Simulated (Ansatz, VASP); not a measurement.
## SrAg2B2: VASP beside Ansatz

```
Sr Ag B
1.0
    -1.54901    1.54901    8.28997
     1.54901   -1.54901    8.28997
     1.54901    1.54901   -8.28997
Sr Ag B
1 2 2
Direct
  0.00000 0.00000 0.00000
  0.81291 0.81291 0.00000
  0.18709 0.18709 0.00000
  0.37443 0.37443 0.00000
  0.62557 0.62557 0.00000
```

Change from the starting cell: species swapped into the Mn2CoN2 type (Pmmn, No. 59).

Alike in both runs: functional PBE; k mesh 16 × 16 × 16; occupations gaussian, width 0.1 eV; no spin polarisation.

Ansatz relaxed the structure, and its values are those at the end. VASP's run is a single point on that final structure, the one shown.

|  | VASP | Ansatz |
| --- | --- | --- |
| version | VASP 6.6.1 | Ansatz 0.2.0 |
| potentials or method | VASP PAW PBE potentials, release 64 (Sr_sv, Ag, B), cutoff 520 eV | scalar-relativistic, plane waves, PAW |
| valence electrons in the cell | 38 | 54 |

Ansatz gave:

```
gap on the k mesh at the Fermi level (eV) : none
pressure (GPa)                            : 0.0
rms of the force components (eV/Å)        : 0.003
```

Q: Which values does VASP return?

A: gap on the k mesh at the Fermi level (eV): none; pressure (GPa): 0.2; rms of the force components (eV/Å): 0.008.

A gap of «none» marks a metal or a gap that the smearing closes. VASP's potentials hold 38 valence electrons a cell and Ansatz's 54, so a difference there can come from the potentials and not from the codes.
